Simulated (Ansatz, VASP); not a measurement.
# Two plane-wave programs on ZnS

```
Zn S
1.0
     3.81100    0.00000    0.00000
    -1.90550    3.30042    0.00000
     0.00000    0.00000    6.23400
Zn S
2 2
Direct
  0.66667 0.33333 0.50000
  0.33333 0.66667 0.00000
  0.66667 0.33333 0.88500
  0.33333 0.66667 0.38500
```

Alike in both runs: functional r2SCAN0; k mesh 4 × 4 × 3; occupations fermi-dirac, width 0.05 eV; no spin polarisation.

|  | VASP | Ansatz |
| --- | --- | --- |
| version | VASP 6.6.1 | Ansatz 0.2.0 |
| potentials or method | VASP PAW PBE potentials, release 64 (Zn, S) | Ansatz PAW |
| plane-wave cutoff (eV) | 520 | 500 |
| valence electrons in the cell | 36 | 36 |
| task | single point | band structure |

|  | VASP | Ansatz | Ansatz less VASP |
| --- | --- | --- | --- |
| gap on the k mesh at the Fermi level (eV) | 4.51 | 4.49 | -0.018 |
| least direct gap on the mesh (eV) | 4.51 | 4.49 | -0.018 |
| pressure (GPa) | 0.3 | 0.4 | +0.14 |
| traceless stress, the component that is largest in VASP (GPa) | -1.63 | -1.64 | -0.009 |
| rms of the force components (eV/Å) | 0.192 | 0.192 | +0.0007 |

VASP's potentials were made for PBE, not for r2SCAN0. Atom by atom the forces differ by 0.001 eV/Å (rms over components).

The k mesh is coarse, so the values compare programs but aren't converged.
